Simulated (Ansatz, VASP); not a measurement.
# HfO2: VASP beside Ansatz

```
Hf O
1.0
     0.00000    2.52918    2.52918
     2.52918    0.00000    2.52918
     2.52918    2.52918    0.00000
Hf O
1 2
Direct
  0.00000 0.00000 0.00000
  0.25000 0.25000 0.25000
  0.75000 0.75000 0.75000
```

Alike in both runs: task single point; functional HSE06; k mesh 4 × 4 × 4; occupations fermi-dirac, width 0.001 eV; no spin polarisation.

```csv
,VASP,Ansatz
version,VASP 6.6.1,Ansatz 0.2.0
potentials or method,"VASP PAW PBE potentials, release 64 (Hf_pv, O)",plane waves
plane-wave cutoff (eV),520,420
valence electrons in the cell,22,38
```

VASP gave:

* gap on the k mesh at the Fermi level (eV): 5.36
* pressure (GPa): -5.3

Problem. What did Ansatz give for the same quantities?

Solution. gap on the k mesh at the Fermi level (eV): 5.41; pressure (GPa): -0.4.

One of these differences is far larger than is usual between the two programs; its cause wasn't traced. The functional is the same, so the differences come from potentials, cutoffs and numerics. VASP's potentials hold 22 valence electrons a cell and Ansatz's 38, so a difference there can come from the potentials and not from the codes. Ansatz's warnings: stress exchange threshold loose, stress scf threshold loose.

The k mesh is coarse, so the values compare programs but aren't converged. Spin-orbit coupling is off throughout.
